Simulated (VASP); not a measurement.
A run of VASP 6.6.1 is set up as follows.

Contents of INCAR:

```
SYSTEM = Sn4O9
ALGO = Normal ; EDIFF = 1E-6
ENCUT = 520 ; GGA = PE
ISIF = 2 ; ISMEAR = 0
LASPH = .True. ; LCHARG = .False.
LREAL = .False. ; LWAVE = .False.
NBANDS = 67 ; NELM = 80
PREC = Accurate ; SIGMA = 0.02
```

KPOINTS

```
k-points
0
Gamma
  3 3 3
  0 0 0
```

Contents of POSCAR:

```
Sn4O9
1.0
    0.0000000000      4.8271903414     -3.2381522502
    0.0000000000     -4.8271903414     -3.2381522502
   -4.8271903414      0.0000000000      3.2381522502
Sn O
4 9
Direct
    0.2633414666      0.7500055163      0.5126240784
    0.7433317412      0.2500012878      0.4926379181
    0.0007369675      0.0061264380     -0.0129126874
    0.4816477067      0.4938678588     -0.0060960927
    0.5676687692      0.7499837263      0.8169505905
    0.0500589734      0.2499986757      0.7993707990
    0.8940745884      0.7798710951      0.2992363876
    0.4405567489      0.2499916510      0.1898520537
    0.4992629916      0.1962177631      0.6969948898
    0.0213312607      0.6887559471      0.7033660908
    0.5153075543      0.8112465787      0.3318584698
    0.0014576829      0.3037869670      0.3023491714
    0.0200705281      0.7201293120      0.1135449322
```

Potentials or basis: VASP PAW PBE potentials, release 64 (Sn_d, O).

The run is started by

```console
$ cat potpaw_PBE.64/Sn_d/POTCAR potpaw_PBE.64/O/POTCAR > POTCAR
$ mpirun -np 1 vasp_std > vasp.out
```

Q: What does it give for the pressure?

A: 10.0 GPa.

Q: What does it give for the band gap on the k mesh?

A: 0.69 eV.

Q: What does it give for the largest force?

A: 0.195 eV/Å.

Forces in eV/Å, atoms in the order of the input:
```
Sn   0.003 -0.004  0.002
Sn  -0.001  0.001 -0.001
Sn   0.007 -0.009 -0.009
Sn   0.009 -0.008  0.009
O    0.004 -0.004  0.000
O    0.022 -0.022  0.000
O   -0.135 -0.113  0.081
O   -0.017  0.016  0.000
O   -0.008 -0.011 -0.002
O   -0.025 -0.016  0.008
O    0.016  0.025 -0.008
O    0.012  0.010  0.001
O    0.114  0.135 -0.082
```

Caveat: the k points lie up to 0.45 Å⁻¹ apart; spin-orbit coupling is left out, which moves the levels of the heavy elements.
